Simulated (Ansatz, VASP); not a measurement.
Two plane-wave programs on Cu

```xyz
2
Lattice="0.0000 -1.8075 -1.8075 0.0000 1.8075 -1.8075 3.6150 0.0000 0.0000" Properties=species:S:1:pos:R:3 pbc="T T T"
Cu    1.8075   -0.1061   -1.9136
Cu    0.0000    0.1061    0.1061
```

Change from the starting cell: mode 4 (167.2 1/cm) frozen in, largest displacement -0.150 Å.

Alike in both runs: task single point; functional PBEsol; k mesh 18 × 18 × 14; occupations gaussian, width 0.15 eV; no spin polarisation.

```csv
,VASP,Ansatz
version,VASP 6.6.1,Ansatz 0.2.0
potentials or method,"VASP PAW PBE potentials, release 64 (Cu), cutoff 520 eV","scalar-relativistic, plane waves, PAW"
valence electrons in the cell,22,38
```

```tsv
	VASP	Ansatz	Ansatz less VASP
gap on the k mesh at the Fermi level (eV)	none	none	-
pressure (GPa)	-2.6	-3.3	-0.70
traceless stress, the component that is largest in VASP (GPa)	3.70	3.69	-0.006
rms of the force components (eV/Å)	0.528	0.527	-0.0007
```

VASP's potentials were made for PBE, not for PBEsol. Atom by atom the forces differ by 0.001 eV/Å (rms over components). A gap of «none» marks a metal or a gap that the smearing closes. VASP's potentials hold 22 valence electrons a cell and Ansatz's 38, so a difference there can come from the potentials and not from the codes.
